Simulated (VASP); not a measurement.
# Sb (Fm-3m) in VASP: a series of runs

The runs below take Sb through single point, with LDA.

Program: VASP 6.6.1. These are calculated values, not measurements. Logs are shortened: lines on timing, memory, paths and dates and some standing lists are left out, and cuts for length are marked.

**1. The cell of the first run**

The structure is cubic, space group Fm-3m (No. 225). Conventional cell: a = 3.454 Å, b = 3.454 Å, c = 3.454 Å, α = 90.00°, β = 90.00°, γ = 90.00°. Within 3.2 Å of Sb (site symmetry m-3m) lie 12 Sb at 2.44 Å.

**2. Single point, LDA (volume scaled by 0.4, level accurate)**

File INCAR:

```
PREC     = Accurate       # precision mode
ENCUT    = 500            # plane-wave cutoff, eV
EDIFF    = 1E-6           # SCF threshold, eV
ISMEAR   = -1             # smearing method
SIGMA    = 0.1            # smearing width, eV
LREAL    = F              # projectors in reciprocal space
LASPH    = T              # aspherical terms in the spheres
NELM     = 120            # most SCF steps
ALGO     = Normal         # electronic algorithm
ISIF     = 2              # what is computed and relaxed
LWAVE    = F              # write WAVECAR
LCHARG   = F              # write CHGCAR
GGA      = CA             # functional
NBANDS   = 8              # bands
GGA_COMPAT= F
```

File KPOINTS:

```
regular mesh
0
Gamma
  15 15 15
```

File POSCAR:

```
Sb
1.0
    0.0000000000      1.7270435996      1.7270435996
    1.7270435996      0.0000000000      1.7270435996
    1.7270435996      1.7270435996      0.0000000000
Sb
1
Direct
    0.0000000000      0.0000000000      0.0000000000
```

Potentials or basis: VASP PAW LDA potentials, release 64 (Sb).

Launch:

```bash
$ cat potpaw_LDA.64/Sb/POTCAR > POTCAR
$ mpirun -np 1 vasp_std > vasp.out
```

OUTCAR:

```text
PREC = Accurate
   ENCUT = 500
   EDIFF = 1E-6
   ISMEAR = -1
   LREAL = F
   LASPH = T
   NELM = 120
   ISIF = 2
   GGA = CA

 ion  position               nearest neighbor table
   1  0.000  0.000  0.000-

  LATTYP: Found a face centered cubic cell.
 ALAT       =     3.4540871992

  Lattice vectors:

 A1 = (   0.0000000000,   1.7270435996,   1.7270435996)
 A2 = (   1.7270435996,   0.0000000000,   1.7270435996)
 A3 = (   1.7270435996,   1.7270435996,   0.0000000000)

Analysis of symmetry for initial positions (statically):
=====================================================================
 Subroutine PRICEL returns:
 Original cell was already a primitive cell.

 Routine SETGRP: Setting up the symmetry group for a
 face centered cubic supercell.

 Subroutine GETGRP returns: Found 48 space group operations
 (whereof 48 operations were pure point group operations)
 out of a pool of 48 trial point group operations.

The static configuration has the point symmetry O_h .

Analysis of symmetry for dynamics (positions and initial velocities):
=====================================================================
 Subroutine PRICEL returns:
 Original cell was already a primitive cell.

 Routine SETGRP: Setting up the symmetry group for a
 face centered cubic supercell.

 Subroutine GETGRP returns: Found 48 space group operations
 (whereof 48 operations were pure point group operations)
 out of a pool of 48 trial point group operations.

The dynamic configuration has the point symmetry O_h .

 Subroutine INISYM returns: Found 48 space group operations
 (whereof 48 operations are pure point group operations),
 and found     1 'primitive' translations

----------------------------------------------------------------------------------------

                                     Primitive cell

  volume of cell :      10.3024

  direct lattice vectors                    reciprocal lattice vectors
     0.000000000  1.727043600  1.727043600    -0.289512089  0.289512089  0.289512089
     1.727043600  0.000000000  1.727043600     0.289512089 -0.289512089  0.289512089
     1.727043600  1.727043600  0.000000000     0.289512089  0.289512089 -0.289512089

  length of vectors
     2.442408481  2.442408481  2.442408481     0.501449647  0.501449647  0.501449647

  position of ions in fractional coordinates (direct lattice)
     0.000000000  0.000000000  0.000000000

  ion indices of the primitive-cell ions
   primitive index   ion index
                 1           1

----------------------------------------------------------------------------------------

 KPOINTS: regular mesh

Automatic generation of k-mesh.
 Grid dimensions read from file:
 generate k-points for:   15   15   15

 Generating k-lattice:

  Cartesian coordinates                     Fractional coordinates (reciprocal lattice)
    -0.019300806  0.019300806  0.019300806     0.066666667  0.000000000  0.000000000
     0.019300806 -0.019300806  0.019300806     0.000000000  0.066666667  0.000000000
     0.019300806  0.019300806 -0.019300806     0.000000000  0.000000000  0.066666667

  Length of vectors
     0.033429976  0.033429976  0.033429976

  Shift w.r.t. Gamma in fractional coordinates (k-lattice)
     0.000000000  0.000000000  0.000000000

 Subroutine IBZKPT returns following result:
 ===========================================

 Found    120 irreducible k-points:

 Following reciprocal coordinates:
            Coordinates               Weight
  0.000000  0.000000  0.000000      1.000000
  0.066667  0.000000  0.000000      8.000000
  0.133333  0.000000  0.000000      8.000000
  0.200000  0.000000  0.000000      8.000000
  0.266667  0.000000  0.000000      8.000000
  0.333333  0.000000  0.000000      8.000000
[... 16 lines left out ...]
  0.133333  0.133333  0.000000      6.000000
  0.200000  0.133333  0.000000     24.000000
 [... further k-points ...]
   k-points           NKPTS =    120   k-points in BZ     NKDIM =    120   number of bands    NBANDS=      8
   number of dos      NEDOS =    301   number of ions     NIONS =      1
   total plane-waves  NPLWV =   5832
   dimension x,y,z NGX =    18 NGY =   18 NGZ =   18
   dimension x,y,z NGXF=    36 NGYF=   36 NGZF=   36
   ions per type =               1
   NGX,Y,Z   is equivalent  to a cutoff of  12.25, 12.25, 12.25 a.u.
   NGXF,Y,Z  is equivalent  to a cutoff of  24.50, 24.50, 24.50 a.u.
 SYSTEM =  unknown system
   PREC   = accura    normal or accurate (medium, high low for compatibility)
   ISTART =      0    job   : 0-new  1-cont  2-samecut
   ICHARG =      2    charge: 1-file 2-atom 10-const
   ISPIN  =      1    spin polarized calculation?
   LNONCOLLINEAR =      F non collinear calculations
   LSORBIT =      F    spin-orbit coupling
   LASPH  =      T    aspherical Exc in radial PAW
   ENCUT  =  500.0 eV  36.75 Ry    6.06 a.u.   4.45  4.45  4.45*2*pi/ulx,y,z
   NELM   =    120;   NELMIN=  2; NELMDL= -5     # of ELM steps
   EDIFF  = 0.1E-05   stopping-criterion for ELM
   LREAL  =      F    real-space projection
   EDIFFG = 0.1E-04   stopping-criterion for IOM
   NSW    =      0    number of steps for IOM
   IBRION =     -1    ionic relax: 0-MD 1-quasi-New 2-CG
   NFREE  =      0    steps in history (QN), initial steepest desc. (CG)
   ISIF   =      2    stress and relaxation
   ISYM   =      2    0-nonsym 1-usesym 2-fastsym
   POTIM  = 0.5000    time-step for ionic-motion
   TEBEG  =    0.0;   TEEND  =   0.0 temperature during run
   PSTRESS=    0.0 pullay stress
   NELECT =       5.0000    total number of electrons
   NUPDOWN=      -1.0000    fix difference up-down
   EMIN   =  10.00;   EMAX   =-10.00  energy-range for DOS
   EFERMI =   0.00;   METHOD = LEGACY
   ISMEAR =    -1;   SIGMA  =   0.10  broadening in eV -4-tet -1-fermi 0-gaus
   EFERMI_NEDOS =   21; number of points for ismear=-14 and -15
   IALGO  =     38    algorithm
   IMIX   =      4    mixing-type and parameters
     AMIX     =   0.40;   BMIX     =  1.00
     AMIX_MAG =   1.60;   BMIX_MAG =  1.00
  volume/ion in A,a.u.               =      10.30        69.52
  Fermi-wavevector in a.u.,A,eV,Ry     =   1.286525  2.431180 22.519633  1.655146
  Thomas-Fermi vector in A             =   2.418594
   LORBIT       =      0    0 simple, 1 ext, 2 COOP (PROOUT), +10 PAW based schemes
   GGA     = CA    functional components
   LHFCALC =     F    Hartree Fock is set to
   AEXX    =    0.0000 exact exchange contribution
   IVDW    =     0    specifies the selected vdW correction
   LEPSILON=     F    determine dielectric tensor
   LRPA    =     F    only Hartree local field effects (RPA)
 non-spin polarized calculation
  energy-cutoff  :      500.00
  volume of cell :       10.30
 maximum number of plane-waves:       274
 NGX is ok and might be reduce to    18
   NGX =  9   NGY =  9   NGZ =  9

 number of electron       4.9999999 magnetization

 Free energy of the ion-electron system (eV)
  ---------------------------------------------------
  ext. energy  EPLUGINS =         0.00000000
  ---------------------------------------------------
  free energy    TOTEN  =         6.75958535 eV

  energy without entropy =        6.77330870  energy(sigma->0) =        6.76644703

 E-fermi :  28.7534     XC(G=0): -15.0185

 val. band max:       28.7046689810   @ k =  -0.4000   0.4000   0.0667
 cond. band min:      28.7914808440   @ k =  -0.4000   0.2000   0.0000
 fundamental gap:      0.0868118630
 Fermi energy:        28.7533611341

 k-point     1 :       0.0000    0.0000    0.0000
  band No.  band energies     occupation
      1       3.1976      2.00000
      2      35.3917      0.00000
      3      40.7000      0.00000
      4      40.7000      0.00000
      5      40.7000      0.00000
      6      41.6689      0.00000
      7      41.6689      0.00000
      8      41.6689      0.00000

 k-point     2 :       0.0667    0.0000    0.0000
  band No.  band energies     occupation
      1       3.3925      2.00000
      2      35.2122      0.00000
      3      38.8908      0.00000
      4      40.2739      0.00000
      5      40.2739      0.00000
      6      42.2237      0.00000
      7      42.2237      0.00000
      8      42.8148      0.00000

 k-point     3 :       0.1333    0.0000    0.0000
  band No.  band energies     occupation
      1       3.9806      2.00000
      2      33.8292      0.00000
      3      37.2699      0.00000
      4      39.7120      0.00000
      5      39.7120      0.00000
      6      42.9641      0.00000
      7      42.9641      0.00000
      8      43.8148      0.00000

 k-point     4 :       0.2000    0.0000    0.0000
  band No.  band energies     occupation
      1       4.9701      2.00000
      2      30.7698      0.00000
      3      36.7705      0.00000
      4      39.2419      0.00000
      5      39.2419      0.00000
      6      43.0234      0.00000
      7      43.0234      0.00000
      8      44.7369      0.00000

 k-point     5 :       0.2667    0.0000    0.0000
  band No.  band energies     occupation
      1       6.3704      2.00000
      2      27.1438      2.00000
      3      36.3393      0.00000
      4      38.8351      0.00000
      5      38.8351      0.00000
      6      42.2884      0.00000
      7      42.2884      0.00000
      8      45.1798      0.00000

 k-point     6 :       0.3333    0.0000    0.0000
  band No.  band energies     occupation
      1       8.1852      2.00000
      2      23.4169      2.00000
      3      35.8000      0.00000
      4      38.4383      0.00000
      5      38.4383      0.00000
      6      41.3653      0.00000
      7      41.3653      0.00000
      8      44.9933      0.00000

 k-point     7 :       0.4000    0.0000    0.0000
  band No.  band energies     occupation
      1      10.3963      2.00000
      2      19.8246      2.00000
      3      35.3181      0.00000
      4      38.0465      0.00000
      5      38.0465      0.00000
      6      40.6784      0.00000
      7      40.6784      0.00000
      8      44.7674      0.00000
[... 133 lines left out ...]
 k-point    20 :      -0.2000    0.0667    0.0000
  band No.  band energies     occupation
      1       5.5684      2.00000
      2      29.7226      0.00012
      3      35.1524      0.00000
      4      38.7914      0.00000
      5      40.7106      0.00000
      6      41.9372      0.00000
      7      42.2485      0.00000
      8      46.2045      0.00000

 k-point    21 :      -0.1333    0.0667    0.0000
  band No.  band energies     occupation
      1       4.4408      2.00000
      2      33.0311      0.00000
      3      35.7493      0.00000
      4      39.1360      0.00000
      5      40.9995      0.00000
      6      42.2458      0.00000
      7      42.3570      0.00000
      8      45.7014      0.00000

 k-point    22 :      -0.0667    0.0667    0.0000
  band No.  band energies     occupation
      1       3.7186      2.00000
      2      34.8240      0.00000
      3      37.3493      0.00000
      4      39.2720      0.00000
      5      41.1981      0.00000
      6      41.7509      0.00000
      7      42.4842      0.00000
      8      44.2758      0.00000

 k-point    23 :       0.1333    0.1333    0.0000
  band No.  band energies     occupation
      1       4.2409      2.00000
      2      34.9475      0.00000
      3      37.1757      0.00000
      4      37.1757      0.00000
      5      38.0803      0.00000
      6      43.8128      0.00000
      7      44.3645      0.00000
      8      44.9155      0.00000

 k-point    24 :       0.2000    0.1333    0.0000
  band No.  band energies     occupation
      1       4.9649      2.00000
      2      33.4185      0.00000
      3      35.9401      0.00000
      4      36.1703      0.00000
      5      38.3015      0.00000
      6      43.2900      0.00000
      7      44.0974      0.00000
      8      45.5572      0.00000

 [... further k-points ...]
[... 5 lines left out ...]
  --------------------------------------------------------------------------------------
  -------------------------------------------------------------------------------------
  Total       35.8041612     35.8041612     35.8041612     -0.0000000     -0.0000000      0.0000000
  in kB     5568.0635847   5568.0635847   5568.0635847     -0.0000000     -0.0000000      0.0000000
  external PRESSURE =    5568.0635847 kB  Pullay stress =       0.0000000 kB

 VOLUME and BASIS-vectors are now :
 -----------------------------------------------------------------------------
  energy-cutoff  :      500.00
  volume of cell :       10.30
      direct lattice vectors                 reciprocal lattice vectors
     0.000000000  1.727043600  1.727043600    -0.289512089  0.289512089  0.289512089
     1.727043600  0.000000000  1.727043600     0.289512089 -0.289512089  0.289512089
     1.727043600  1.727043600  0.000000000     0.289512089  0.289512089 -0.289512089

 POSITION                                       TOTAL-FORCE (eV/Angst)
 -----------------------------------------------------------------------------------
      0.00000      0.00000      0.00000         0.000000      0.000000      0.000000
 -----------------------------------------------------------------------------------
    total drift:                                0.000000      0.000000      0.000000

  FREE ENERGIE OF THE ION-ELECTRON SYSTEM (eV)
  ---------------------------------------------------
  free  energy   TOTEN  =         6.7595853549 eV

  energy  without entropy=        6.7733086981  energy(sigma->0) =        6.76644703
```

Run time: 7.6 s. Hardware: 1 thread of Intel Xeon 6975P-C, shared host; peak memory 0.12 GiB.

Results:

```yaml
Free_energy: 6.7596 eV
Pressure: 556.8 GPa
```

Caveat: spin-orbit coupling is left out, which moves the levels of the heavy elements.

**3. Single point, LDA (volume scaled by 0.5)**

File INCAR:

```
ALGO = Normal ; EDIFF = 1E-6
ENCUT = 500 ; GGA_COMPAT = False
ISIF = 2 ; ISMEAR = -1
LASPH = True ; LCHARG = True
LELF = True ; LREAL = False
LVHAR = True ; LWAVE = False
NBANDS = 8 ; NELM = 120
PREC = Accurate ; SIGMA = 0.1
```

File KPOINTS:

```
k-points
0
Gamma
  15 15 15
```

File POSCAR:

```
Sb
1.0
    0.0000000000      1.8604013211      1.8604013211
    1.8604013211      0.0000000000      1.8604013211
    1.8604013211      1.8604013211      0.0000000000
Sb
1
Direct
    0.0000000000      0.0000000000      0.0000000000
```

Potentials or basis: VASP PAW LDA potentials, release 64 (Sb).

Launch:

```bash
$ cat potpaw_LDA.64/Sb/POTCAR > POTCAR
$ mpirun -np 1 vasp_std > vasp.out
```

It took 8.6 s on 1 thread of Intel Xeon 6975P-C, shared host; peak memory 0.12 GiB.

Results (log left out):

```
Free energy : 0.6581 eV
Pressure    : 249.1 GPa
```

Levels at points of the mesh, in eV from the Fermi level:
| k point | band 1 | band 2 | band 3 | band 4 | band 5 |
| --- | --- | --- | --- | --- | --- |
| (0.00, 0.00, 0.00) | -21.58 | 8.46 | 11.30 | 11.30 | 11.30 |

Caveat: spin-orbit coupling is left out, which moves the levels of the heavy elements.
